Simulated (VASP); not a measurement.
# LiCl (Fm-3m) in VASP: notebook, part 2 of 2

VASP 6.6.1. The steps go on from the part before.

## 4. Relaxation of cell and atoms, revPBE+D3(BJ)

This run uses another cell than the first one, of 16.87 Å³/atom.

Contents of INCAR:

```
  PREC = Accurate
  ENCUT = 750
  EDIFF = 1E-7
  ISMEAR = -1
  SIGMA = 0.05
  LREAL = False
  LASPH = True
  NELM = 120
  ALGO = Normal
  ISIF = 3
  LWAVE = False
  LCHARG = False
  GGA = RE
  IVDW = 12
  IBRION = 2
  NSW = 80
  EDIFFG = -0.005
  GGA_COMPAT = False
  NELMIN = 4
```

Contents of KPOINTS:

```
Automatic mesh
0
Gamma
  9 9 9
```

Contents of POSCAR:

```
LiCl
1.0
    0.0000000000      2.5647700000      2.5647700000
    2.5647700000      0.0000000000      2.5647700000
    2.5647700000      2.5647700000      0.0000000000
Cl Li
1 1
Direct
    0.5000000000      0.5000000000      0.5000000000
    0.0000000000      0.0000000000      0.0000000000
```

Run with:

```bash
$ cat potpaw_PBE.64/Cl/POTCAR potpaw_PBE.64/Li_sv/POTCAR > POTCAR
$ mpirun -np 1 vasp_std > vasp.out
```

Run time: 41 s. Hardware: 1 thread of Intel Xeon Platinum 8488C (Sapphire Rapids), shared host; peak memory 0.19 GiB.

The run converged. Its results:

```yaml
Free_energy: -7.9236 eV
Relaxed_volume: 15.62 Å³/atom
Relaxed_cell: a = 3.535 Å, b = 3.535 Å, c = 3.535 Å, α = 60.00°, β = 60.00°, γ = 60.00°
Space_group_after_relaxing_to_0.1_Å: Fm-3m (No. 225)
Energy_gained_by_relaxing: 10.5 meV/atom
Ionic_steps: 4
Pressure_after_relaxing: 0.0 GPa
Band_gap_on_the_k_mesh: 6.99 eV
Dispersion_energy_per_atom: -0.485 eV
```

The path:
| step | energy change (eV) | largest force (eV/Å) | pressure (GPa) | volume (Å³) |
| --- | --- | --- | --- | --- |
| 1 | 0.0000 | 0.0000 | -2.52 | 33.74 |
| 2 | -0.0157 | 0.0000 | -1.37 | 32.46 |
| 3 | -0.0210 | 0.0000 | -0.11 | 31.33 |
| 4 | -0.0211 | 0.0000 | 0.01 | 31.24 |

Final structure:
```
Cl Li
1.0
     0.00000    2.49969    2.49969
     2.49969    0.00000    2.49969
     2.49969    2.49969    0.00000
Cl Li
1 1
Cartesian
  2.4997 2.4997 2.4997
  2.4997 2.4997 4.9994
```

Levels at points of the mesh, in eV from the valence-band top:
```tsv
k point	band 2	band 3	band 4	band 5	band 6	band 7	band 8	band 9
(0.00, 0.00, 0.00)	-13.68	0.00	0.00	0.00	6.99	12.06	12.06	12.06
```

Caveat: the PAW data sets were made with another functional, which shifts forces and pressure a little; an odd mesh through Γ misses points on the zone boundary, where band edges can lie.

## 5. Single point, PBE0

This run uses another cell than the first one, of 16.87 Å³/atom.

POSCAR is that of step 4.

Contents of INCAR.step1:

```
ALGO = Normal ; EDIFF = 1E-5
ENCUT = 520 ; GGA = PE
ISIF = 2 ; ISMEAR = 1
LASPH = T ; LREAL = F
LWAVE = T ; NBANDS = 12
NELM = 60 ; PREC = Accurate
SIGMA = 0.01
```

Contents of INCAR.step2:

```
AEXX = 0.25 ; ALGO = Normal
EDIFF = 1E-6 ; ENCUT = 520
GGA = PE ; ISIF = 2
ISMEAR = 1 ; ISTART = 1
LASPH = T ; LCHARG = T
LELF = T ; LHFCALC = T
LREAL = F ; LVHAR = T
LWAVE = F ; NBANDS = 12
NELM = 60 ; PREC = Accurate
PRECFOCK = Normal ; SIGMA = 0.01
```

Contents of KPOINTS:

```
k-points
0
Gamma
  5 5 5
```

Potentials or basis: VASP PAW PBE potentials, release 64 (Cl, Li_sv).

Run with:

```bash
$ cat potpaw_PBE.64/Cl/POTCAR potpaw_PBE.64/Li_sv/POTCAR > POTCAR
$ cp INCAR.step1 INCAR
$ mpirun -np 1 vasp_std > vasp.out
$ cp INCAR.step2 INCAR
$ mpirun -np 1 vasp_std > vasp.out
```

OUTCAR:

```text
AEXX = 0.25
   EDIFF = 1E-6
   ENCUT = 520
   GGA = PE
   ISIF = 2
   ISMEAR = 1
   ISTART = 1
   LASPH = T
   LHFCALC = T
   LREAL = F
   NELM = 60
   PREC = Accurate
   PRECFOCK = Normal

 ion  position               nearest neighbor table
   1  0.500  0.500  0.500-   2 2.56   2 2.56   2 2.56   2 2.56   2 2.56   2 2.56
   2  0.000  0.000  0.000-   1 2.56   1 2.56   1 2.56   1 2.56   1 2.56   1 2.56

  LATTYP: Found a face centered cubic cell.
 ALAT       =     5.1295400000

  Lattice vectors:

 A1 = (   0.0000000000,   2.5647700000,   2.5647700000)
 A2 = (   2.5647700000,   0.0000000000,   2.5647700000)
 A3 = (   2.5647700000,   2.5647700000,   0.0000000000)

Analysis of symmetry for initial positions (statically):
=====================================================================
 Subroutine PRICEL returns:
 Original cell was already a primitive cell.

 Routine SETGRP: Setting up the symmetry group for a
 face centered cubic supercell.

 Subroutine GETGRP returns: Found 48 space group operations
 (whereof 48 operations were pure point group operations)
 out of a pool of 48 trial point group operations.

The static configuration has the point symmetry O_h .

Analysis of symmetry for dynamics (positions and initial velocities):
=====================================================================
 Subroutine PRICEL returns:
 Original cell was already a primitive cell.

 Routine SETGRP: Setting up the symmetry group for a
 face centered cubic supercell.

 Subroutine GETGRP returns: Found 48 space group operations
 (whereof 48 operations were pure point group operations)
 out of a pool of 48 trial point group operations.

The dynamic configuration has the point symmetry O_h .

 Subroutine INISYM returns: Found 48 space group operations
 (whereof 48 operations are pure point group operations),
 and found     1 'primitive' translations

----------------------------------------------------------------------------------------

                                     Primitive cell

  volume of cell :      33.7423

  direct lattice vectors                    reciprocal lattice vectors
     0.000000000  2.564770000  2.564770000    -0.194949255  0.194949255  0.194949255
     2.564770000  0.000000000  2.564770000     0.194949255 -0.194949255  0.194949255
     2.564770000  2.564770000  0.000000000     0.194949255  0.194949255 -0.194949255

  length of vectors
     3.627132518  3.627132518  3.627132518     0.337662014  0.337662014  0.337662014

  position of ions in fractional coordinates (direct lattice)
     0.500000000  0.500000000  0.500000000
     0.000000000  0.000000000  0.000000000

  ion indices of the primitive-cell ions
   primitive index   ion index
                 1           1
                 2           2

----------------------------------------------------------------------------------------

 KPOINTS: k-points

Automatic generation of k-mesh.
 Grid dimensions read from file:
 generate k-points for:    5    5    5

 Generating k-lattice:

  Cartesian coordinates                     Fractional coordinates (reciprocal lattice)
[... 32 lines left out ...]
   ions per type =               1   1
   NGX,Y,Z   is equivalent  to a cutoff of  12.83, 12.83, 12.83 a.u.
   NGXF,Y,Z  is equivalent  to a cutoff of  25.67, 25.67, 25.67 a.u.
 SYSTEM =  unknown system
   PREC   = accura    normal or accurate (medium, high low for compatibility)
   ISTART =      1    job   : 0-new  1-cont  2-samecut
   ICHARG =      0    charge: 1-file 2-atom 10-const
   ISPIN  =      1    spin polarized calculation?
   LNONCOLLINEAR =      F non collinear calculations
   LSORBIT =      F    spin-orbit coupling
   LASPH  =      T    aspherical Exc in radial PAW
   ENCUT  =  520.0 eV  38.22 Ry    6.18 a.u.   6.74  6.74  6.74*2*pi/ulx,y,z
   NELM   =     60;   NELMIN=  2; NELMDL=  0     # of ELM steps
   EDIFF  = 0.1E-05   stopping-criterion for ELM
   LREAL  =      F    real-space projection
   EDIFFG = 0.1E-04   stopping-criterion for IOM
   NSW    =      0    number of steps for IOM
   IBRION =     -1    ionic relax: 0-MD 1-quasi-New 2-CG
   NFREE  =      0    steps in history (QN), initial steepest desc. (CG)
   ISIF   =      2    stress and relaxation
   ISYM   =      3    0-nonsym 1-usesym 2-fastsym
   POTIM  = 0.5000    time-step for ionic-motion
   TEBEG  =    0.0;   TEEND  =   0.0 temperature during run
   PSTRESS=    0.0 pullay stress
   NELECT =      10.0000    total number of electrons
   NUPDOWN=      -1.0000    fix difference up-down
   EMIN   =  10.00;   EMAX   =-10.00  energy-range for DOS
   EFERMI =   0.00;   METHOD = LEGACY
   ISMEAR =     1;   SIGMA  =   0.01  broadening in eV -4-tet -1-fermi 0-gaus
   EFERMI_NEDOS =   21; number of points for ismear=-14 and -15
   IALGO  =     38    algorithm
   IMIX   =      1    mixing-type and parameters
     AMIX     =   0.40;   BMIX     =  1.00
     AMIX_MAG =   1.60;   BMIX_MAG =  1.00
  volume/ion in A,a.u.               =      16.87       113.85
  Fermi-wavevector in a.u.,A,eV,Ry     =   1.091482  2.062601 16.209056  1.191332
  Thomas-Fermi vector in A             =   2.227728
   LORBIT       =      0    0 simple, 1 ext, 2 COOP (PROOUT), +10 PAW based schemes
   GGA     = PE    functional components
   LHFCALC =     T    Hartree Fock is set to
   PRECFOCK=normal    Normal, Fast or Accurate (Low or Medium for compatibility)
   ENCUT4O =  -1.0   cutoff for four orbital integrals eV
   NKREDX  =     1    reduce k-point grid by
   NKREDY  =     1    reduce k-point grid by
   NKREDZ  =     1    reduce k-point grid by
   AEXX    =    0.2500 exact exchange contribution
   HFSCREEN=    0.0000 screening length (either q_TF or 0.3 A-1)
   HFSCREENC=   0.0000 screening length for correlation (either q_TF or 0.3 A-1)
   ENCUTFOCK=  -1.0 apply spherical cutoff to Coloumb kernel
   IVDW    =     0    specifies the selected vdW correction
   LEPSILON=     F    determine dielectric tensor
   LRPA    =     F    only Hartree local field effects (RPA)
 non-spin polarized calculation
 Methfessel and Paxton  Order N= 1 SIGMA  =   0.01
  energy-cutoff  :      520.00
  volume of cell :       33.74
 maximum number of plane-waves:       922
  NGX = 24; NGY = 24; NGZ = 24

 number of electron      10.0000005 magnetization

 Free energy of the ion-electron system (eV)
  ---------------------------------------------------
  ext. energy  EPLUGINS =         0.00000000
  ---------------------------------------------------
  free energy    TOTEN  =        -8.99021705 eV

  energy without entropy =       -8.99021705  energy(sigma->0) =       -8.99021705

 E-fermi :  -0.7278     XC(G=0):  -6.8891

 val. band max:       -0.7883406075   @ k =   0.0000   0.0000   0.0000
 cond. band min:       7.6777043324   @ k =   0.0000   0.0000   0.0000
 fundamental gap:      8.4660449399
 Fermi energy:        -0.7278054049

 k-point     1 :       0.0000    0.0000    0.0000
  band No.  band energies     occupation
      1     -47.0811      2.00000
      2     -15.4839      2.00000
      3      -0.7883      2.00000
      4      -0.7883      2.00000
      5      -0.7883      2.00000
      6       7.6777      0.00000
      7      13.4498      0.00000
      8      13.4498      0.00000
      9      13.4498      0.00000
     10      16.2074      0.00000
     11      16.2079      0.00000
     12      16.2259      0.00000
[... 121 lines left out ...]
 k-point    10 :      -0.4000    0.4000    0.2000
  band No.  band energies     occupation
      1     -47.0772      2.00000
      2     -14.6659      2.00000
      3      -3.3138      2.00000
      4      -2.6551      2.00000
      5      -1.7248      2.00000
      6      10.7012      0.00000
      7      11.1002      0.00000
      8      11.2971      0.00000
      9      13.3554      0.00000
     10      16.5797      0.00000
     11      18.2732      0.00000
     12      20.6886      0.00000

------------------------ aborting loop because EDIFF is reached ----------------------------------------

  FORCE on cell =-STRESS in cart. coord.  units (eV):
  Direction    XX          YY          ZZ          XY          YZ          ZX
  --------------------------------------------------------------------------------------
  -------------------------------------------------------------------------------------
  Total       -0.1061369     -0.1061369     -0.1061369      0.0000000      0.0000000      0.0000000
  in kB       -5.0396661     -5.0396661     -5.0396661      0.0000000      0.0000000      0.0000000
  external PRESSURE =      -5.0396661 kB  Pullay stress =       0.0000000 kB

 VOLUME and BASIS-vectors are now :
 -----------------------------------------------------------------------------
  energy-cutoff  :      520.00
  volume of cell :       33.74
      direct lattice vectors                 reciprocal lattice vectors
     0.000000000  2.564770000  2.564770000    -0.194949255  0.194949255  0.194949255
     2.564770000  0.000000000  2.564770000     0.194949255 -0.194949255  0.194949255
     2.564770000  2.564770000  0.000000000     0.194949255  0.194949255 -0.194949255

 POSITION                                       TOTAL-FORCE (eV/Angst)
 -----------------------------------------------------------------------------------
      2.56477      2.56477      2.56477        -0.000000     -0.000000     -0.000000
      0.00000      0.00000      0.00000         0.000000      0.000000      0.000000
 -----------------------------------------------------------------------------------
    total drift:                                0.000000      0.000000     -0.000000

  FREE ENERGIE OF THE ION-ELECTRON SYSTEM (eV)
  ---------------------------------------------------
  free  energy   TOTEN  =        -8.9902170497 eV

  energy  without entropy=       -8.9902170497  energy(sigma->0) =       -8.99021705
```

OSZICAR.step1:

```text
N       E                     dE             d eps       ncg     rms          rms(c)
DAV:   1     0.396803323107E+02    0.39680E+02   -0.39735E+03   240   0.774E+02
DAV:   2    -0.501798222945E+01   -0.44698E+02   -0.42780E+02   292   0.139E+02
DAV:   3    -0.737250818084E+01   -0.23545E+01   -0.23443E+01   316   0.331E+01
DAV:   4    -0.744911434825E+01   -0.76606E-01   -0.76588E-01   340   0.605E+00
DAV:   5    -0.744977358690E+01   -0.65924E-03   -0.65923E-03   312   0.537E-01    0.238E+00
DAV:   6    -0.737880369507E+01    0.70970E-01   -0.15297E-01   292   0.183E+00    0.170E+00
DAV:   7    -0.738060641462E+01   -0.18027E-02   -0.49696E-02   360   0.117E+00    0.927E-01
DAV:   8    -0.738479389324E+01   -0.41875E-02   -0.64140E-03   292   0.548E-01    0.155E-01
DAV:   9    -0.738475540538E+01    0.38488E-04   -0.19756E-04   280   0.983E-02    0.548E-02
DAV:  10    -0.738480317437E+01   -0.47769E-04   -0.12122E-04   276   0.741E-02    0.507E-02
DAV:  11    -0.738481089318E+01   -0.77188E-05   -0.12869E-05   268   0.229E-02
   1 F= -.73848109E+01 E0= -.73848109E+01  d E =0.301662E-79
```

Wall time 83 s (1 thread of Intel Xeon 6975P-C (Granite Rapids), shared host); peak memory 0.16 GiB.

What came out:

* Free energy: -8.9902 eV
* Band gap on the k mesh: 8.47 eV

Levels at points of the mesh, in eV from the valence-band top:
```tsv
k point	band 1	band 2	band 3	band 4	band 5	band 6	band 7	band 8	band 9	band 10
(0.00, 0.00, 0.00)	-46.29	-14.70	0.00	0.00	0.00	8.47	14.24	14.24	14.24	17.00
```

Caveat: the k points lie up to 0.42 Å⁻¹ apart; the cutoff is under 1.25 times the usual one of these potentials, so pressure, stress and relaxed cells hold a basis-set (Pulay) error; the PAW data sets were made with another functional, which shifts forces and pressure a little.

## 6. Single point, PBEsol

This run uses another cell than the first one, of 11.12 Å³/atom.

Contents of INCAR:

```
ALGO = Normal ; EDIFF = 1E-6
ENCUT = 750 ; GGA = PS
GGA_COMPAT = F ; ISIF = 2
ISMEAR = -1 ; LASPH = T
LCHARG = F ; LREAL = F
LWAVE = F ; NBANDS = 12
NELM = 120 ; PREC = Accurate
SIGMA = 0.05
```

Contents of KPOINTS:

```
k-points
0
Gamma
  9 9 9
```

Contents of POSCAR:

```
LiCl
1.0
    0.0000000000      2.2323424277      2.2323424277
    2.2323424277      0.0000000000      2.2323424277
    2.2323424277      2.2323424277      0.0000000000
Cl Li
1 1
Direct
    0.5000000000      0.5000000000      0.5000000000
    0.0000000000      0.0000000000      0.0000000000
```

Potentials or basis: VASP PAW PBE potentials, release 64 (Cl, Li_sv).

Run with:

```bash
$ cat potpaw_PBE.64/Cl/POTCAR potpaw_PBE.64/Li_sv/POTCAR > POTCAR
$ mpirun -np 1 vasp_std > vasp.out
```

OUTCAR:

```text
EDIFF = 1E-6
   ENCUT = 750
   GGA = PS
   ISIF = 2
   ISMEAR = -1
   LASPH = T
   LREAL = F
   NELM = 120
   PREC = Accurate

 ion  position               nearest neighbor table
   1  0.500  0.500  0.500-   2 2.23   2 2.23   2 2.23   2 2.23   2 2.23   2 2.23
   2  0.000  0.000  0.000-   1 2.23   1 2.23   1 2.23   1 2.23   1 2.23   1 2.23

  LATTYP: Found a face centered cubic cell.
 ALAT       =     4.4646848554

  Lattice vectors:

[... 543 lines left out ...]

 [... further k-points ...]

------------------------ aborting loop because EDIFF is reached ----------------------------------------

  FORCE on cell =-STRESS in cart. coord.  units (eV):
  Direction    XX          YY          ZZ          XY          YZ          ZX
  --------------------------------------------------------------------------------------
  -------------------------------------------------------------------------------------
  Total        4.1903307      4.1903307      4.1903307      0.0000000      0.0000000      0.0000000
  in kB      301.7494181    301.7494181    301.7494181      0.0000000      0.0000000      0.0000000
  external PRESSURE =     301.7494181 kB  Pullay stress =       0.0000000 kB

 VOLUME and BASIS-vectors are now :
 -----------------------------------------------------------------------------
  energy-cutoff  :      750.00
  volume of cell :       22.25
      direct lattice vectors                 reciprocal lattice vectors
     0.000000000  2.232342428  2.232342428    -0.223979974  0.223979974  0.223979974
     2.232342428  0.000000000  2.232342428     0.223979974 -0.223979974  0.223979974
     2.232342428  2.232342428  0.000000000     0.223979974  0.223979974 -0.223979974

 POSITION                                       TOTAL-FORCE (eV/Angst)
 -----------------------------------------------------------------------------------
      2.23234      2.23234      2.23234        -0.000000      0.000000      0.000000
      0.00000      0.00000      0.00000         0.000000     -0.000000     -0.000000
 -----------------------------------------------------------------------------------
    total drift:                                0.000000      0.000000      0.000000

  FREE ENERGIE OF THE ION-ELECTRON SYSTEM (eV)
  ---------------------------------------------------
  free  energy   TOTEN  =        -6.9478936618 eV

  energy  without entropy=       -6.9478936618  energy(sigma->0) =       -6.94789366
```

Wall time 23 s (1 thread of Intel Xeon 8259CL, shared host); peak memory 0.16 GiB.

What came out:

- Free energy: -6.9479 eV
- Pressure: 30.2 GPa
- Band gap on the k mesh: 6.93 eV (least direct gap 7.44 eV)

Caveat: the cell stands under pressure; the PAW data sets were made with another functional, which shifts forces and pressure a little; an odd mesh through Γ misses points on the zone boundary, where band edges can lie. As with any semilocal functional, this PBEsol gap is likely too small.

## 7. The runs side by side

| task | level | cell | k mesh | cutoff (eV) | smearing | grid for exact exchange (PRECFOCK) | share of exact exchange | gap on the mesh (eV) | pressure (GPa) |
| --- | --- | --- | --- | --- | --- | --- | --- | --- | --- |
| single point | PBE+D4 | a = 3.598 Å, angles 60.0°, 2 atoms | 9 × 9 × 9 | 750 | fermi-dirac 0.05 eV | - | - | 6.48 | -0.1 |
| single point | PBE | a = 3.627 Å, angles 60.0°, 2 atoms | 9 × 9 × 9 | 750 | gaussian 0.013 eV | - | - | 6.33 | 0.3 |
| relaxation of cell and atoms | revPBE+D3(BJ) | relaxed from a = 3.627 Å, angles 60.0°, 2 atoms | 9 × 9 × 9 | 750 | fermi-dirac 0.05 eV | - | - | 6.99 | 0.0 |
| single point | PBE0 | a = 3.627 Å, angles 60.0°, 2 atoms | 5 × 5 × 5 | 520 | methfessel-paxton 0.01 eV | Normal | 0.25 | 8.47 | - |
| single point | PBEsol | a = 3.157 Å, angles 60.0°, 2 atoms | 9 × 9 × 9 | 750 | fermi-dirac 0.05 eV | - | - | 6.93 | 30.2 |

Alike in all rows: potentials or basis VASP PAW PBE potentials, release 64 (Cl, Li_sv); no spin polarisation.

Caveats: some runs use coarse meshes; an odd mesh through Γ misses points on the zone boundary, where band edges can lie (at least some runs); the PAW data sets were made with another functional, which shifts forces and pressure a little (at least some runs); the cutoff is under 1.25 times the usual one of these potentials, so pressure, stress and relaxed cells hold a basis-set (Pulay) error (at least some runs); the cell stands under pressure (at least some runs).

Total energies depend on the potentials used, so only differences within one code and one set of settings carry meaning.
